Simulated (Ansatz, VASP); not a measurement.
**Ca in VASP and in Ansatz**

```
Ca
1.0
     0.00000    2.78841    2.78841
     2.78841    0.00000    2.78841
     2.78841    2.78841    0.00000
Ca
1
Direct
  0.00000 0.00000 0.00000
```

Alike in both runs: task single point; functional PBE; k mesh 8 × 8 × 8; occupations gaussian, width 0.1 eV; no spin polarisation.

```csv
,VASP,Ansatz
version,VASP 6.6.1,Ansatz 0.2.0
potentials or method,"VASP PAW PBE potentials, release 64 (Ca_sv)","scalar-relativistic, plane waves, PAW"
plane-wave cutoff (eV),500,420
valence electrons in the cell,10,10
```

|  | VASP | Ansatz | Ansatz less VASP |
| --- | --- | --- | --- |
| gap on the k mesh at the Fermi level (eV) | none | none | - |
| pressure (GPa) | -0.5 | -0.5 | +0.01 |

A gap of «none» marks a metal or a gap that the smearing closes. With one functional, cell and mesh, what is left measures potentials, basis and numerics.
